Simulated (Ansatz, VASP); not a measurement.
## Two plane-wave programs on SnSe

Contents of INCAR:

```
ALGO = Normal
EDIFF = 1E-6
EDIFFG = -0.01
ENCUT = 600
GGA = PE
IBRION = 2
ISIF = 3
ISMEAR = 0
LASPH = True
LCHARG = False
LREAL = False
LWAVE = False
NELM = 60
NSW = 100
PREC = Accurate
SIGMA = 0.02
```

Contents of KPOINTS:

```
k-points
0
Gamma
  10 10 10
```

The input POSCAR:

```
SnSe
1.0
    0.0000000000      3.0219133075      3.0219133075
    3.0219133075      0.0000000000      3.0219133075
    3.0219133075      3.0219133075      0.0000000000
Sn Se
1 1
Direct
    0.0000000000      0.0000000000      0.0000000000
    0.5000000000      0.5000000000      0.5000000000
```

Input for Ansatz:

```yaml
crystal:
  lattice:
    - [0.0, 3.0219133075, 3.0219133075]
    - [3.0219133075, 0.0, 3.0219133075]
    - [3.0219133075, 3.0219133075, 0.0]
  atoms:
    - { symbol: Sn, position: [0.0, 0.0, 0.0] }
    - { symbol: Se, position: [0.5, 0.5, 0.5] }
basis:
  ecutwfc: 420
kpoints:
  mp_grid: { grid: [10, 10, 10] }
hamiltonian:
  xc: pbe
scf:
  occupations: { method: gaussian, width: 0.02 }
output:
  forces: true
  stress: true
  eigenvalues: true
  write_density: true
  write_potential: true
  elf: true
  volumetric_format: npy
relax:
  adjacent_minimum: "off"
  f_tol: 0.01
  max_steps: 80
  cell: { stress_tol: 0.05 }
```

Alike in both runs: task relaxation of cell and atoms; functional PBE; k mesh 10 × 10 × 10; occupations gaussian, width 0.02 eV; no spin polarisation.

|  | VASP | Ansatz |
| --- | --- | --- |
| version | VASP 6.6.1 | Ansatz 0.2.0 |
| potentials or method | VASP PAW PBE potentials, release 64 (Sn_d, Se), cutoff 600 eV | scalar-relativistic, plane waves, PAW |
| valence electrons in the cell | 20 | 30 |

|  | VASP | Ansatz | Ansatz less VASP |
| --- | --- | --- | --- |
| gap on the k mesh at the Fermi level, each at its own relaxed structure (eV) | 0.49 | 0.49 | 0.000 |
| relaxed volume (Å³/atom) | 27.85 | 27.83 | -0.014 |
| relaxed cell length with the largest relative difference (Å) | 4.287 | 4.286 | -0.0007 |

VASP's potentials hold 20 valence electrons a cell and Ansatz's 30, so a difference there can come from the potentials and not from the codes.
